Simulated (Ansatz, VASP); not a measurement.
# Ga in VASP and in Ansatz

```
CELL_PARAMETERS angstrom
2.25749 -3.78641 0.00000
2.25749 3.78641 0.00000
0.00000 0.00000 4.47196
ATOMIC_POSITIONS crystal
Ga 0.65614 0.34386 0.41500
Ga 0.84386 0.15614 0.91500
Ga 0.34386 0.65614 0.58500
Ga 0.15614 0.84386 0.08500
```

Alike in both runs: functional PBEsol; k mesh 10 × 10 × 8; occupations fermi-dirac, width 0.15 eV; no spin polarisation.

Ansatz relaxed the structure, and its values are those at the end. VASP's run is a single point on that final structure, the one shown.

```csv
,VASP,Ansatz
version,VASP 6.6.1,Ansatz 0.2.0
potentials or method,"VASP PAW PBE potentials, release 64 (Ga_d), cutoff 520 eV","scalar-relativistic, plane waves, PAW"
valence electrons in the cell,52,52
```

|  | VASP | Ansatz | Ansatz less VASP |
| --- | --- | --- | --- |
| gap on the k mesh at the Fermi level (eV) | none | none | - |
| pressure (GPa) | 0.0 | 0.0 | -0.02 |

VASP's potentials were made for PBE, not for PBEsol, and Ansatz warns of the same on its side. A gap of «none» marks a metal or a gap that the smearing closes.
